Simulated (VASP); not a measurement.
Wanted: the native input for a VASP 6.6.1 run.

```
Task                   : single point
Functional             : PBEsol
Potentials or basis    : VASP PAW PBE potentials, release 64 (Re)
Cutoff                 : 520 eV
k mesh                 : 13 × 13 × 7
Occupations            : gaussian, width 0.1 eV
Spin                   : no spin polarisation
Dipole correction      : no
Further INCAR settings : ALGO = Normal; EDIFF = 1e-07; NBANDS = 14
```

The structure of Re lies in POSCAR:

```
Re
1.0
    2.7296609370      0.0000000000      0.0000000000
   -1.3648304685      2.3639557152      0.0000000000
    0.0000000000      0.0000000000      4.4011145788
Re
2
Direct
    0.3333333333      0.6666666667      0.2500000000
    0.6666666667      0.3333333333      0.7500000000
```

These files were run (other wordings do the same):

INCAR

```
PREC = Accurate
ENCUT = 520
EDIFF = 1E-7
ISMEAR = 0
SIGMA = 0.1
LREAL = F
LASPH = T
NELM = 100
ALGO = Normal
ISIF = 2
LWAVE = F
LCHARG = F
GGA = PS
NBANDS = 14
```

KPOINTS

```
Automatic mesh
0
Gamma
  13 13 7
```

Potentials or basis: VASP PAW PBE potentials, release 64 (Re).

Launch:

```console
$ cat potpaw_PBE.64/Re/POTCAR > POTCAR
$ mpirun -np 1 vasp_std > vasp.out
```

It gave:

The pressure is 10.3 GPa and the band gap on the k mesh is zero (bands 7 and 8 overlap by 2.98 eV).

Caveat: the cell stands under pressure; the PAW data sets were made with another functional, which shifts forces and pressure a little; spin-orbit coupling is left out, which moves the levels of the heavy elements.

Run time: 40 s on 1 thread of Intel Xeon 8259CL, on a shared host, peak memory 0.16 GiB.
